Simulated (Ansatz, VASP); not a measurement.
Two plane-wave programs on Au

INCAR

```
SYSTEM = Au
ALGO = Normal
EDIFF = 1E-7
ENCUT = 520
GGA = RE
ISIF = 2
ISMEAR = -1
IVDW = 12
LASPH = .TRUE.
LCHARG = .FALSE.
LREAL = .FALSE.
LWAVE = .FALSE.
NBANDS = 12
NELM = 100
PREC = Accurate
SIGMA = 0.05
```

KPOINTS

```
k-points
0
G
  11 11 11
  0 0 0
```

File POSCAR:

```
Au
1.0
    0.0000000000      2.0074966285      2.0074966285
    2.0074966285      0.0000000000      2.0074966285
    2.0074966285      2.0074966285      0.0000000000
Au
1
Direct
    0.0000000000      0.0000000000      0.0000000000
```

The input input.yaml:

```yaml
crystal:
  lattice:
    - [0.0, 2.0074966285, 2.0074966285]
    - [2.0074966285, 0.0, 2.0074966285]
    - [2.0074966285, 2.0074966285, 0.0]
  atoms:
    - { symbol: Au, position: [0.0, 0.0, 0.0] }
hamiltonian:
  xc: revpbe
  pseudopotentials: { kind: paw }
  dispersion: d3bj
kpoints:
  mp_grid: { grid: [11, 11, 11] }
scf:
  occupations: { method: fermi_dirac, width: 0.05 }
output:
  forces: true
  stress: true
  eigenvalues: true
```

Alike in both runs: task single point; functional revPBE; dispersion D3(BJ); k mesh 11 × 11 × 11; occupations fermi-dirac, width 0.05 eV; no spin polarisation.

|  | VASP | Ansatz |
| --- | --- | --- |
| version | VASP 6.6.1 | Ansatz 0.2.0 |
| potentials or method | VASP PAW PBE potentials, release 64 (Au) | Ansatz PAW |
| plane-wave cutoff (eV) | 520 | 420 |
| valence electrons in the cell | 11 | 19 |

|  | VASP | Ansatz | Ansatz less VASP |
| --- | --- | --- | --- |
| gap on the k mesh at the Fermi level (eV) | none | none | - |
| pressure (GPa) | 8.8 | 9.2 | +0.38 |

VASP's potentials were made for PBE, not for revPBE. A gap of «none» marks a metal or a gap that the smearing closes. VASP's potentials hold 11 valence electrons a cell and Ansatz's 19, so a difference there can come from the potentials and not from the codes.

Spin-orbit coupling is off throughout.
